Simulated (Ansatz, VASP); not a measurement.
Pt: VASP beside Ansatz

POSCAR

```
Pt
1.0
    0.0000000000      1.9700946808      1.9700946808
    1.9700946808      0.0000000000      1.9700946808
    1.9700946808      1.9700946808      0.0000000000
Pt
1
Direct
    0.0000000000      0.0000000000      0.0000000000
```

File INCAR.step1:

```
PREC = Accurate ; ENCUT = 600
ISMEAR = -1 ; SIGMA = 0.15
LREAL = F ; LASPH = T
NELM = 100 ; GGA = PE
ALGO = Normal ; EDIFF = 1E-4
LWAVE = T ; LCHARG = F
```

Contents of INCAR.step2:

```
PREC = Accurate ; ENCUT = 600
EDIFF = 1E-6 ; ISMEAR = -1
SIGMA = 0.15 ; LREAL = F
LASPH = T ; NELM = 100
ALGO = Normal ; ISIF = 3
LWAVE = F ; LCHARG = F
METAGGA = R2SCAN ; LMIXTAU = T
IBRION = 2 ; NSW = 80
EDIFFG = -0.001 ; ISTART = 1
```

File KPOINTS:

```
Automatic mesh
0
Gamma
  20 20 20
```

Input for Ansatz:

```yaml
crystal:
  lattice:
    - [0.0, 1.9700946808, 1.9700946808]
    - [1.9700946808, 0.0, 1.9700946808]
    - [1.9700946808, 1.9700946808, 0.0]
  atoms:
    - { symbol: Pt, position: [0.0, 0.0, 0.0] }
basis:
  ecutwfc: 500
kpoints:
  mp_grid: { grid: [20, 20, 20] }
hamiltonian:
  xc: r2scan
scf:
  occupations: { method: fermi_dirac, width: 0.15 }
output:
  forces: true
  stress: true
  eigenvalues: true
  write_density: true
  write_potential: true
  elf: true
  volumetric_format: npy
relax:
  adjacent_minimum: "off"
  f_tol: 0.001
  max_steps: 60
  cell: { stress_tol: 0.01 }
```

Alike in both runs: task relaxation of cell and atoms; functional r2SCAN; k mesh 20 × 20 × 20; occupations fermi-dirac, width 0.15 eV; no spin polarisation.

|  | VASP | Ansatz |
| --- | --- | --- |
| version | VASP 6.6.1 | Ansatz 0.2.0 |
| potentials or method | VASP PAW PBE potentials, release 64 (Pt), cutoff 600 eV | scalar-relativistic, plane waves, PAW |
| valence electrons in the cell | 10 | 18 |

```csv
,VASP,Ansatz,Ansatz less VASP
"gap on the k mesh at the Fermi level, each at its own relaxed structure (eV)",none,none,-
relaxed volume (Å³/atom),15.38,15.33,-0.041
relaxed cell length with the largest relative difference (Å),2.791,2.789,-0.0025
```

VASP's potentials were made for PBE, not for r2SCAN. A gap of «none» marks a metal or a gap that the smearing closes. VASP's potentials hold 10 valence electrons a cell and Ansatz's 18, so a difference there can come from the potentials and not from the codes.

Neither program's run includes spin-orbit coupling.
